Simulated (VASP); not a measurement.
# CsSnI3 (Pm-3m) in VASP: a series of runs, part 2 of 3

VASP 6.6.1. The steps go on from the part before.

## 4. Relaxation of cell and atoms, PBEsol, target pressure 1 GPa, at which the enthalpy is minimised

This run uses another cell than the first one, of 45.72 Å³/atom.

INCAR

```
SYSTEM = CsSnI3
PREC     = Accurate       ! precision mode
ENCUT    = 600            ! plane-wave cutoff, eV
EDIFF    = 1E-7           ! SCF threshold, eV
ISMEAR   = 0              ! smearing method
SIGMA    = 0.01           ! smearing width, eV
LREAL    = .False.        ! projectors in reciprocal space
LASPH    = .True.         ! aspherical terms in the spheres
NELM     = 100            ! most SCF steps
ALGO     = Normal         ! electronic algorithm
ISIF     = 3              ! what is computed and relaxed
LWAVE    = .False.        ! write WAVECAR
LCHARG   = .False.        ! write CHGCAR
GGA      = PS             ! functional
IBRION   = 2              ! ionic algorithm
NSW      = 70             ! ionic steps
EDIFFG   = -0.008         ! ionic threshold
PSTRESS  = 10.0
```

KPOINTS

```
regular mesh
0
Gamma
  6 6 6
  0 0 0
```

POSCAR

```
CsSnI3
1.0
    6.1144889008      0.0000000000      0.0000000000
    0.0000000000      6.1144889008      0.0000000000
    0.0000000000      0.0000000000      6.1144889008
Cs Sn I
1 1 3
Direct
    0.0000000000      0.0000000000      0.0000000000
    0.5000000000      0.5000000000      0.5000000000
    0.0000000000      0.5000000000      0.5000000000
    0.5000000000      0.0000000000      0.5000000000
    0.5000000000      0.5000000000      0.0000000000
```

Potentials or basis: VASP PAW PBE potentials, release 64 (Cs_sv, Sn_d, I).

Launch:

```sh
$ cat potpaw_PBE.64/Cs_sv/POTCAR potpaw_PBE.64/Sn_d/POTCAR potpaw_PBE.64/I/POTCAR > POTCAR
$ mpirun -np 1 vasp_std > vasp.out
```

OUTCAR:

```text
SYSTEM = CsSnI3
   PREC = Accurate
   ENCUT = 600
   EDIFF = 1E-7
   ISMEAR = 0
   LREAL = .False.
   LASPH = .True.
   NELM = 100
   ISIF = 3
   GGA = PS
   IBRION = 2
   NSW = 70
   EDIFFG = -0.008
   PSTRESS = 10.0

 ion  position               nearest neighbor table
   1  0.000  0.000  0.000-
   2  0.500  0.500  0.500-   3 3.06   4 3.06   5 3.06   5 3.06   4 3.06   3 3.06
   3  0.000  0.500  0.500-   2 3.06   2 3.06
   4  0.500  0.000  0.500-   2 3.06   2 3.06
   5  0.500  0.500  0.000-   2 3.06   2 3.06

  LATTYP: Found a simple cubic cell.
 ALAT       =     6.1144889008

  Lattice vectors:

 A1 = (   6.1144889008,   0.0000000000,   0.0000000000)
 A2 = (   0.0000000000,   6.1144889008,   0.0000000000)
[... 182 lines left out ...]

  FORCE on cell =-STRESS in cart. coord.  units (eV):
  Direction    XX          YY          ZZ          XY          YZ          ZX
  --------------------------------------------------------------------------------------
  -------------------------------------------------------------------------------------
  Total        0.3068158      0.3068158      0.3068158      0.0000000      0.0000000     -0.0000000
  in kB        2.1503434      2.1503434      2.1503434      0.0000000      0.0000000     -0.0000000
  external PRESSURE =      -7.8496566 kB  Pullay stress =      10.0000000 kB
[... 69 lines left out ...]
--------------------------------------- Ionic step        3  -------------------------------------------

 number of electron      44.0000011 magnetization

 Free energy of the ion-electron system (eV)
  ---------------------------------------------------
  ext. energy  EPLUGINS =         0.00000000
  ---------------------------------------------------
  free energy    TOTEN  =       -15.04637851 eV

  energy without entropy =      -15.04630709  energy(sigma->0) =      -15.04634280

 E-fermi :   3.7382     XC(G=0):  -8.0453

 val. band max:        3.1656355617   @ k =   0.5000   0.5000   0.3333
 cond. band min:       3.7412588744   @ k =   0.5000   0.5000   0.5000
 fundamental gap:      0.5756233126
 Fermi energy:         3.7382131726

 k-point     1 :       0.0000    0.0000    0.0000
  band No.  band energies     occupation
      1     -18.8034      2.00000
      2     -18.4671      2.00000
      3     -18.4671      2.00000
      4     -18.4319      2.00000
      5     -18.4319      2.00000
      6     -18.4319      2.00000
[... 605 lines left out ...]
  energy  without entropy=      -15.0463070940  energy(sigma->0) =      -15.04634280

  enthalpy is  TOTEN    =       -13.6735159451 eV   P V=        1.3728625667

 reached required accuracy - stopping structural energy minimisation
```

OSZICAR:

```text
N       E                     dE             d eps       ncg     rms          rms(c)
DAV:   1     0.376435018862E+03    0.37644E+03   -0.19815E+04  1040   0.172E+03
DAV:   2     0.336483308362E+02   -0.34279E+03   -0.33516E+03  1242   0.331E+02
DAV:   3    -0.131942797295E+02   -0.46843E+02   -0.46362E+02  1252   0.130E+02
DAV:   4    -0.152216395754E+02   -0.20274E+01   -0.20218E+01  1280   0.310E+01
[... 26 lines left out ...]
DAV:   3    -0.150464670926E+02    0.21407E-02   -0.62107E-03  1390   0.640E-01    0.870E-02
DAV:   4    -0.150464028245E+02    0.64268E-04   -0.17548E-04  1102   0.895E-02    0.801E-02
DAV:   5    -0.150463786438E+02    0.24181E-04   -0.67154E-05  1484   0.655E-02    0.187E-02
DAV:   6    -0.150463785144E+02    0.12936E-06   -0.11901E-05  1252   0.332E-02    0.309E-03
DAV:   7    -0.150463785117E+02    0.27048E-08   -0.73072E-07  1174   0.478E-03
   3 F= -.13673516E+02 E0= -.13673480E+02  d E =-.225347E-01
```

CONTCAR:

```text
CsSnI3
   1.00000000000000
     6.0364167465290626   -0.0000000000000000   -0.0000000000000000
     0.0000000000000000    6.0364167465290626    0.0000000000000000
     0.0000000000000000    0.0000000000000000    6.0364167465290626
  Cs              Sn              I
     1     1     3
Direct
     0.0000000000000000    0.0000000000000000    0.0000000000000000
     0.5000000000000000    0.5000000000000000    0.5000000000000000
     0.0000000000000000    0.5000000000000000    0.5000000000000000
     0.5000000000000000    0.0000000000000000    0.5000000000000000
     0.5000000000000000    0.5000000000000000    0.0000000000000000

  0.00000000E+00  0.00000000E+00  0.00000000E+00
  0.00000000E+00  0.00000000E+00  0.00000000E+00
  0.00000000E+00  0.00000000E+00  0.00000000E+00
  0.00000000E+00  0.00000000E+00  0.00000000E+00
  0.00000000E+00  0.00000000E+00  0.00000000E+00
```

It took 3.5 min on 1 thread of Intel Xeon Platinum 8559C (Emerald Rapids), shared host; peak memory 0.46 GiB.

What came out:

* Free energy: -15.0464 eV
* Relaxed volume: 43.99 Å³/atom
* Relaxed cell: a = 6.036 Å, b = 6.036 Å, c = 6.036 Å, α = 90.00°, β = 90.00°, γ = 90.00°
* Space group after relaxing (to 0.1 Å): Pm-3m (No. 221)
* Energy change on relaxing (the run minimises the enthalpy): +6.3 meV/atom
* Ionic steps: 3
* Pressure after relaxing: 1.0 GPa
* Band gap on the k mesh: zero (filled and empty bands touch)

Step by step:
| step | energy change (eV) | largest force (eV/Å) | pressure (GPa) | volume (Å³) |
| --- | --- | --- | --- | --- |
| 1 | 0.0000 | 0.0000 | 0.22 | 228.60 |
| 2 | 0.0238 | 0.0000 | 0.86 | 221.27 |
| 3 | 0.0314 | 0.0000 | 0.99 | 219.96 |

Final structure:
```cif
data_structure
_symmetry_space_group_name_H-M 'P 1'
_symmetry_Int_Tables_number 1
_cell_length_a 6.0364
_cell_length_b 6.0364
_cell_length_c 6.0364
_cell_angle_alpha 90.000
_cell_angle_beta 90.000
_cell_angle_gamma 90.000
_cell_volume 219.96
loop_
_atom_site_label
_atom_site_type_symbol
_atom_site_fract_x
_atom_site_fract_y
_atom_site_fract_z
_atom_site_occupancy
Cs1 Cs 0.00000 0.00000 0.00000 1
Sn1 Sn 0.50000 0.50000 0.50000 1
I1 I 0.00000 0.50000 0.50000 1
I2 I 0.50000 0.00000 0.50000 1
I3 I 0.50000 0.50000 0.00000 1
```

Caveat: the cell is relaxed towards a set pressure, so the run minimises the enthalpy, not the energy; semilocal functionals underestimate gaps, and a narrow one can read as zero; the PAW data sets were made with another functional, which shifts forces and pressure a little; spin-orbit coupling is left out, which moves the levels of the heavy elements.

## 5. Relaxation of cell and atoms, PBEsol, target pressure 50 GPa, at which the enthalpy is minimised

This run uses another cell than the first one, of 26.79 Å³/atom.

INCAR

```
ALGO = Normal ; EDIFF = 1E-7
EDIFFG = -0.008 ; ENCUT = 600
GGA = PS ; IBRION = 2
ISIF = 3 ; ISMEAR = 0
LASPH = T ; LCHARG = F
LREAL = F ; LWAVE = F
NELM = 80 ; NSW = 70
PREC = Accurate ; PSTRESS = 500.0
SIGMA = 0.1
```

KPOINTS

```
k-points
0
Gamma
  8 8 8
```

Changes to POSCAR since step 4:

```diff
@@ -2,5 +2,5 @@
 1.0
-    6.1144889008      0.0000000000      0.0000000000
-    0.0000000000      6.1144889008      0.0000000000
-    0.0000000000      0.0000000000      6.1144889008
+    5.1167780535      0.0000000000      0.0000000000
+    0.0000000000      5.1167780535      0.0000000000
+    0.0000000000      0.0000000000      5.1167780535
 Cs Sn I
```

Potentials or basis: VASP PAW PBE potentials, release 64 (Cs_sv, Sn_d, I).

Launch:

```sh
$ cat potpaw_PBE.64/Cs_sv/POTCAR potpaw_PBE.64/Sn_d/POTCAR potpaw_PBE.64/I/POTCAR > POTCAR
$ mpirun -np 1 vasp_std > vasp.out
```

OUTCAR:

```text
EDIFF = 1E-7
   EDIFFG = -0.008
   ENCUT = 600
   GGA = PS
   IBRION = 2
   ISIF = 3
   ISMEAR = 0
   LASPH = T
   LREAL = F
   NELM = 80
   NSW = 70
   PREC = Accurate
   PSTRESS = 500.0

 ion  position               nearest neighbor table
   1  0.000  0.000  0.000-
   2  0.500  0.500  0.500-   3 2.56   4 2.56   5 2.56   5 2.56   4 2.56   3 2.56
   3  0.000  0.500  0.500-   2 2.56   2 2.56
   4  0.500  0.000  0.500-   2 2.56   2 2.56
   5  0.500  0.500  0.000-   2 2.56   2 2.56

  LATTYP: Found a simple cubic cell.
 ALAT       =     5.1167780535

  Lattice vectors:

 A1 = (   5.1167780535,   0.0000000000,   0.0000000000)
 A2 = (   0.0000000000,   5.1167780535,   0.0000000000)
 A3 = (   0.0000000000,   0.0000000000,   5.1167780535)

Analysis of symmetry for initial positions (statically):
=====================================================================
 Subroutine PRICEL returns:
 Original cell was already a primitive cell.

 Routine SETGRP: Setting up the symmetry group for a
 simple cubic supercell.

 Subroutine GETGRP returns: Found 48 space group operations
 (whereof 48 operations were pure point group operations)
 out of a pool of 48 trial point group operations.

The static configuration has the point symmetry O_h .

Analysis of symmetry for dynamics (positions and initial velocities):
=====================================================================
 Subroutine PRICEL returns:
 Original cell was already a primitive cell.

 Routine SETGRP: Setting up the symmetry group for a
 simple cubic supercell.

 Subroutine GETGRP returns: Found 48 space group operations
 (whereof 48 operations were pure point group operations)
 out of a pool of 48 trial point group operations.

The dynamic configuration has the point symmetry O_h .

 Subroutine INISYM returns: Found 48 space group operations
 (whereof 48 operations are pure point group operations),
 and found     1 'primitive' translations

[... 100 lines left out ...]
   EDIFF  = 0.1E-06   stopping-criterion for ELM
   LREAL  =      F    real-space projection
   EDIFFG = -.8E-02   stopping-criterion for IOM
   NSW    =     70    number of steps for IOM
   IBRION =      2    ionic relax: 0-MD 1-quasi-New 2-CG
   NFREE  =      1    steps in history (QN), initial steepest desc. (CG)
   ISIF   =      3    stress and relaxation
   ISYM   =      2    0-nonsym 1-usesym 2-fastsym
   POTIM  = 0.5000    time-step for ionic-motion
   TEBEG  =    0.0;   TEEND  =   0.0 temperature during run
   PSTRESS=  500.0 pullay stress
   NELECT =      44.0000    total number of electrons
   NUPDOWN=      -1.0000    fix difference up-down
   EMIN   =  10.00;   EMAX   =-10.00  energy-range for DOS
   EFERMI =   0.00;   METHOD = LEGACY
   ISMEAR =     0;   SIGMA  =   0.10  broadening in eV -4-tet -1-fermi 0-gaus
   EFERMI_NEDOS =   21; number of points for ismear=-14 and -15
   IALGO  =     38    algorithm
   IMIX   =      4    mixing-type and parameters
     AMIX     =   0.40;   BMIX     =  1.00
     AMIX_MAG =   1.60;   BMIX_MAG =  1.00
  volume/ion in A,a.u.               =      26.79       180.81
  Fermi-wavevector in a.u.,A,eV,Ry     =   1.129525  2.134493 17.358673  1.275827
  Thomas-Fermi vector in A             =   2.266219
   LORBIT       =      0    0 simple, 1 ext, 2 COOP (PROOUT), +10 PAW based schemes
   GGA     = PS    functional components
   LHFCALC =     F    Hartree Fock is set to
   AEXX    =    0.0000 exact exchange contribution
   IVDW    =     0    specifies the selected vdW correction
   LEPSILON=     F    determine dielectric tensor
   LRPA    =     F    only Hartree local field effects (RPA)
 conjugate gradient relaxation of ions
 non-spin polarized calculation
 Gauss-broadening in eV      SIGMA  =   0.10
  energy-cutoff  :      600.00
  volume of cell :      133.96
 maximum number of plane-waves:      4504
 NGX is ok and might be reduce to    42
   NGX = 21   NGY = 21   NGZ = 21

--------------------------------------- Ionic step        1  -------------------------------------------

 number of electron      43.9999997 magnetization

 Free energy of the ion-electron system (eV)
  ---------------------------------------------------
  ext. energy  EPLUGINS =         0.00000000
  ---------------------------------------------------
  free energy    TOTEN  =        -8.67839661 eV

  energy without entropy =       -8.67641076  energy(sigma->0) =       -8.67740369

 E-fermi :   9.7091     XC(G=0): -10.3481

 val. band max:        9.7069184524   @ k =   0.5000   0.3750   0.3750
 cond. band min:       9.8147595116   @ k =   0.5000   0.5000   0.2500
 fundamental gap:      0.1078410592
 Fermi energy:         9.7090720350

 k-point     1 :       0.0000    0.0000    0.0000
  band No.  band energies     occupation
      1     -13.6931      2.00000
      2     -13.6931      2.00000
      3     -13.6055      2.00000
      4     -13.4124      2.00000
      5     -13.4124      2.00000
      6     -13.4124      2.00000
[... 850 lines left out ...]
--------------------------------------- Ionic step        5  -------------------------------------------

 number of electron      44.0000003 magnetization

 Free energy of the ion-electron system (eV)
  ---------------------------------------------------
  ext. energy  EPLUGINS =         0.00000000
  ---------------------------------------------------
  free energy    TOTEN  =        -5.95840013 eV

  energy without entropy =       -5.95618062  energy(sigma->0) =       -5.95729037

 E-fermi :  10.9067     XC(G=0): -10.7430

 val. band max:       10.7489519574   @ k =   0.5000   0.5000   0.3750
 cond. band min:      10.9121774776   @ k =   0.5000   0.3750   0.3750
 fundamental gap:      0.1632255202
 Fermi energy:        10.9066932303

 k-point     1 :       0.0000    0.0000    0.0000
  band No.  band energies     occupation
      1     -12.9269      2.00000
      2     -12.9269      2.00000
      3     -12.5925      2.00000
      4     -12.5663      2.00000
      5     -12.5663      2.00000
      6     -12.5663      2.00000
[... 723 lines left out ...]
  energy  without entropy=       -5.9561806209  energy(sigma->0) =       -5.95729037

  enthalpy is  TOTEN    =        32.6521601420 eV   P V=       38.6105602672

 reached required accuracy - stopping structural energy minimisation
```

CONTCAR:

```text
CsSnI3
   1.00000000000000
     4.9829006385974974   -0.0000000000000000    0.0000000000000000
     0.0000000000000000    4.9829006385974974    0.0000000000000000
    -0.0000000000000000   -0.0000000000000000    4.9829006385974974
  Cs              Sn              I
     1     1     3
Direct
     0.0000000000000000    0.0000000000000000    0.0000000000000000
     0.5000000000000000    0.5000000000000000    0.5000000000000000
     0.0000000000000000    0.5000000000000000    0.5000000000000000
     0.5000000000000000    0.0000000000000000    0.5000000000000000
     0.5000000000000000    0.5000000000000000    0.0000000000000000

  0.00000000E+00  0.00000000E+00  0.00000000E+00
  0.00000000E+00  0.00000000E+00  0.00000000E+00
  0.00000000E+00  0.00000000E+00  0.00000000E+00
  0.00000000E+00  0.00000000E+00  0.00000000E+00
  0.00000000E+00  0.00000000E+00  0.00000000E+00
```

It took 6.2 min on 1 thread of Intel Xeon Platinum 8559C (Emerald Rapids), shared host; peak memory 0.39 GiB.

Results:

| Item | Value |
| --- | --- |
| Free energy | -5.9584 eV |
| Relaxed volume | 24.74 Å³/atom |
| Relaxed cell | a = 4.983 Å, b = 4.983 Å, c = 4.983 Å, α = 90.00°, β = 90.00°, γ = 90.00° |
| Space group after relaxing (to 0.1 Å) | Pm-3m (No. 221) |
| Energy change on relaxing (the run minimises the enthalpy) | +544.0 meV/atom |
| Ionic steps | 5 |
| Pressure after relaxing | 50.0 GPa |
| Band gap on the k mesh | zero (bands 22 and 23 overlap by 0.57 eV) |

The path:
| step | energy change (eV) | largest force (eV/Å) | pressure (GPa) | volume (Å³) |
| --- | --- | --- | --- | --- |
| 1 | 0.0000 | 0.0000 | 35.92 | 133.96 |
| 2 | 19.0628 | 0.0000 | 137.43 | 93.30 |
| 3 | 2.3347 | 0.0000 | 47.99 | 124.98 |
| 4 | 2.6506 | 0.0000 | 49.64 | 123.95 |
| 5 | 2.7200 | 0.0000 | 50.00 | 123.72 |

Final structure:
```cif
data_structure
_symmetry_space_group_name_H-M 'P 1'
_symmetry_Int_Tables_number 1
_cell_length_a 4.9829
_cell_length_b 4.9829
_cell_length_c 4.9829
_cell_angle_alpha 90.000
_cell_angle_beta 90.000
_cell_angle_gamma 90.000
_cell_volume 123.72
loop_
_atom_site_label
_atom_site_type_symbol
_atom_site_fract_x
_atom_site_fract_y
_atom_site_fract_z
_atom_site_occupancy
Cs1 Cs 0.00000 0.00000 0.00000 1
Sn1 Sn 0.50000 0.50000 0.50000 1
I1 I 0.00000 0.50000 0.50000 1
I2 I 0.50000 0.00000 0.50000 1
I3 I 0.50000 0.50000 0.00000 1
```

Levels at points of the mesh, in eV from the Fermi level:
| k point | band 19 | band 20 | band 21 | band 22 | band 23 | band 24 | band 25 | band 26 |
| --- | --- | --- | --- | --- | --- | --- | --- | --- |
| (0.00, 0.00, 0.00) | -4.93 | -3.75 | -3.75 | -3.75 | 0.11 | 0.11 | 0.33 | 0.33 |
| (0.50, 0.00, 0.00) | -5.28 | -4.74 | -4.74 | -0.74 | 0.09 | 1.62 | 1.63 | 2.82 |
| (0.50, 0.50, 0.00) | -5.17 | -3.95 | -3.03 | 0.22 | 0.22 | 0.43 | 2.39 | 4.29 |
| (0.50, 0.50, 0.50) | -2.91 | -2.91 | -2.91 | -0.35 | -0.35 | -0.35 | 1.12 | 2.30 |

Caveat: the cell is relaxed towards a set pressure, so the run minimises the enthalpy, not the energy; the highest band is partly filled, so the run has too few bands; the PAW data sets were made with another functional, which shifts forces and pressure a little; spin-orbit coupling is left out, which moves the levels of the heavy elements.

(Continued in part 3 of 3.)

The gap in the log of VASP goes by the Fermi energy; the results here count the filled bands.